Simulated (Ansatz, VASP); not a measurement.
## B3F2: VASP beside Ansatz

```
B F
1.0
     3.32807    0.00000    0.00000
     0.00000    3.32807    0.00000
     0.00000    0.00000    4.68408
B F
3 2
Direct
  0.50000 0.00000 0.80895
  0.00000 0.50000 0.80895
  0.00000 0.00000 0.68862
  0.50000 0.00000 0.09848
  0.00000 0.50000 0.09848
```

Alike in both runs: functional PBE; k mesh 12 × 12 × 8; occupations gaussian, width 0.1 eV; no spin polarisation.

Ansatz relaxed the structure, and its values are those at the end. VASP's run is a single point on that final structure, the one shown.

|  | VASP | Ansatz |
| --- | --- | --- |
| version | VASP 6.6.1 | Ansatz 0.2.0 |
| potentials or method | VASP PAW PBE potentials, release 64 (B, F), cutoff 520 eV | scalar-relativistic, plane waves, PAW |
| valence electrons in the cell | 23 | 23 |

Ansatz gave:

| Property | Result |
| --- | --- |
| gap on the k mesh at the Fermi level (eV) | none |
| pressure (GPa) | 0.0 |
| rms of the force components (eV/Å) | 0.000 |

Task: Which values does VASP return?

Result: gap on the k mesh at the Fermi level (eV): none; pressure (GPa): 0.4; rms of the force components (eV/Å): 0.140.

A gap of «none» marks a metal or a gap that the smearing closes. The functional is the same, so the differences come from potentials, cutoffs and numerics.
